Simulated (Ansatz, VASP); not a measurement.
## Two plane-wave programs on Mg2BeS3

```
CELL_PARAMETERS angstrom
4.55341 0.00000 0.00000
-2.27670 3.94337 0.00000
0.00000 0.00000 7.05848
ATOMIC_POSITIONS crystal
Mg 0.00000 0.00000 0.50000
Mg 0.66667 0.33333 0.00000
Be 0.66667 0.33333 0.50000
S 0.33333 0.66667 0.00000
S 0.33333 0.66667 0.50000
S 0.00000 0.00000 0.00000
```

Alike in both runs: functional PBE; k mesh 3 × 3 × 2; occupations gaussian, width 0.15 eV; no spin polarisation.

Ansatz relaxed the structure, and its values are those at the end. VASP's run is a single point on that final structure, the one shown.

```csv
,VASP,Ansatz
version,VASP 6.6.1,Ansatz 0.2.0
potentials or method,"VASP PAW PBE potentials, release 64 (Mg, Be, S), cutoff 600 eV","scalar-relativistic, plane waves, PAW"
valence electrons in the cell,24,40
```

```csv
,VASP,Ansatz,Ansatz less VASP
gap on the k mesh at the Fermi level (eV),none,none,-
pressure (GPa),-0.3,-0.2,+0.10
```

A gap of «none» marks a metal or a gap that the smearing closes. The functional is the same, so the differences come from potentials, cutoffs and numerics. VASP's potentials hold 24 valence electrons a cell and Ansatz's 40, so a difference there can come from the potentials and not from the codes.

The k mesh is coarse, so the values compare programs but aren't converged.
